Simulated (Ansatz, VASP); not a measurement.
**One calculation of SiC, two programs**

POSCAR

```
SiC
1.0
    3.0775550330      0.0000000000      0.0000000000
   -1.5387775165      2.6652408402      0.0000000000
    0.0000000000      0.0000000000     10.3790244696
Si C
4 4
Direct
    0.0000000000      0.0000000000      0.0004178931
    0.3333333333      0.6666666667      0.2503391384
    0.0000000000      0.0000000000      0.5004178931
    0.6666666667      0.3333333333      0.7503391384
    0.0000000000      0.0000000000      0.1868318429
    0.3333333333      0.6666666667      0.4374111256
    0.0000000000      0.0000000000      0.6868318429
    0.6666666667      0.3333333333      0.9374111256
```

INCAR.step1

```
PREC     = Accurate       # precision mode
ENCUT    = 520            # plane-wave cutoff, eV
EDIFF    = 1E-5           # SCF threshold, eV
ISMEAR   = 0              # smearing method
SIGMA    = 0.01           # smearing width, eV
LREAL    = F              # projectors in reciprocal space
LASPH    = T              # aspherical terms in the spheres
NELM     = 60             # most SCF steps
ALGO     = Normal         # electronic algorithm
ISIF     = 2              # what is computed and relaxed
LWAVE    = T              # write WAVECAR
LCHARG   = F              # write CHGCAR
GGA      = PE             # functional
NBANDS   = 26             # bands
```

The input INCAR.step2:

```
PREC     = Accurate       # precision mode
ENCUT    = 520            # plane-wave cutoff, eV
EDIFF    = 1E-6           # SCF threshold, eV
ISMEAR   = 0              # smearing method
SIGMA    = 0.01           # smearing width, eV
LREAL    = F              # projectors in reciprocal space
LASPH    = T              # aspherical terms in the spheres
NELM     = 60             # most SCF steps
ALGO     = Normal         # electronic algorithm
ISIF     = 2              # what is computed and relaxed
LWAVE    = F              # write WAVECAR
LCHARG   = F              # write CHGCAR
GGA      = PE             # functional
LHFCALC  = T              # exact exchange
HFSCREEN = 0.2079         # screening, 1/A
PRECFOCK = Fast         
ISTART   = 1            
NBANDS   = 26             # bands
```

The input KPOINTS:

```
Automatic mesh
0
Gamma
  6 6 2
```

Input for Ansatz:

```yaml
crystal:
  lattice:
    - [3.077555033, 0.0, 0.0]
    - [-1.5387775165, 2.6652408402, 0.0]
    - [0.0, 0.0, 10.3790244696]
  atoms:
    - { symbol: Si, position: [0.0, 0.0, 0.0004178931] }
    - { symbol: Si, position: [0.3333333333, 0.6666666667, 0.2503391384] }
    - { symbol: Si, position: [0.0, 0.0, 0.5004178931] }
    - { symbol: Si, position: [0.6666666667, 0.3333333333, 0.7503391384] }
    - { symbol: C, position: [0.0, 0.0, 0.1868318429] }
    - { symbol: C, position: [0.3333333333, 0.6666666667, 0.4374111256] }
    - { symbol: C, position: [0.0, 0.0, 0.6868318429] }
    - { symbol: C, position: [0.6666666667, 0.3333333333, 0.9374111256] }
kpoints:
  mp_grid: { grid: [6, 6, 2] }
  band_path:
    path:
      - [0.0, 0.0, 0.0]
      - [0.5, 0.0, 0.0]
      - [0.3333333333, 0.3333333333, 0.0]
      - [0.0, 0.0, 0.5]
      - [0.5, 0.0, 0.5]
      - [0.3333333333, 0.3333333333, 0.5]
      - [0.0, 0.5, 0.0]
    npoints: 1
hamiltonian:
  xc: hse06
scf:
  occupations: { method: fixed }
  n_extra_bands: 6
output:
  forces: true
  stress: true
  eigenvalues: true
```

Change from the starting cell: uniaxial_z strain +3.0%.

Alike in both runs: task single point; functional HSE06; k mesh 6 × 6 × 2; no spin polarisation.

|  | VASP | Ansatz |
| --- | --- | --- |
| version | VASP 6.6.1 | Ansatz 0.2.0 |
| potentials or method | VASP PAW PBE potentials, release 64 (Si, C) | plane waves, PAW |
| plane-wave cutoff (eV) | 520 | 420 |
| occupations | gaussian, width 0.01 eV | fixed |
| valence electrons in the cell | 32 | 32 |

```tsv
	VASP	Ansatz	Ansatz less VASP
gap on the k mesh at the Fermi level (eV)	2.95	2.94	-0.004
pressure (GPa)	-7.7	-7.4	+0.34
traceless stress, the component that is largest in VASP (GPa)	-10.02	-10.00	+0.025
```

Ansatz's warnings: stress exchange threshold loose, stress scf threshold loose.
